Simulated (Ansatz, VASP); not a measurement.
**Two plane-wave programs on AlN**

INCAR

```
SYSTEM = AlN
ALGO = Normal
EDIFF = 1E-7
ENCUT = 520
GGA = PS
ISIF = 2
ISMEAR = 0
LASPH = .TRUE.
LCHARG = .FALSE.
LREAL = .FALSE.
LWAVE = .FALSE.
NBANDS = 11
NELM = 60
PREC = Accurate
SIGMA = 0.05
```

File KPOINTS:

```
k-points
0
G
  10 10 10
  0 0 0
```

POSCAR

```
AlN
1.0
    0.0000000000      2.1886566781      2.1886566781
    2.1886566781      0.0000000000      2.1886566781
    2.1886566781      2.1886566781      0.0000000000
Al N
1 1
Direct
    0.0000000000      0.0135199671      0.0000000000
    0.7500000000      0.7239566280      0.7500000000
```

Input for Ansatz:

```yaml
crystal:
  lattice:
    - [0.0, 2.1886566781, 2.1886566781]
    - [2.1886566781, 0.0, 2.1886566781]
    - [2.1886566781, 2.1886566781, 0.0]
  atoms:
    - { symbol: Al, position: [0.0, 0.0135199671, 0.0] }
    - { symbol: "N", position: [0.75, 0.723956628, 0.75] }
basis:
  ecutwfc: "33.1 Ry"
kpoints:
  mp_grid: { grid: [10, 10, 10] }
hamiltonian:
  xc: pbesol
  pseudopotentials: { kind: paw, azcp: { folder: soft_1 } }
scf:
  occupations: { method: gaussian, width: 0.05 }
  algorithm: direct_min
output:
  forces: true
  eigenvalues: true
  stress: true
```

Alike in both runs: task single point; functional PBEsol; k mesh 10 × 10 × 10; occupations gaussian, width 0.05 eV; no spin polarisation.

```csv
,VASP,Ansatz
version,VASP 6.6.1,Ansatz 0.2.0
potentials or method,"VASP PAW PBE potentials, release 64 (Al, N), cutoff 520 eV","scalar-relativistic, plane waves, PAW"
valence electrons in the cell,8,8
```

|  | VASP | Ansatz | Ansatz less VASP |
| --- | --- | --- | --- |
| gap on the k mesh at the Fermi level (eV) | 2.86 | 2.87 | +0.007 |
| pressure (GPa) | 1.9 | 1.8 | -0.05 |
| traceless stress, the component that is largest in VASP (GPa) | -6.26 | -6.16 | +0.097 |
| rms of the force components (eV/Å) | 1.079 | 1.070 | -0.0084 |

VASP's potentials were made for PBE, not for PBEsol, and Ansatz warns of the same on its side. Atom by atom the forces differ by 0.008 eV/Å (rms over components).
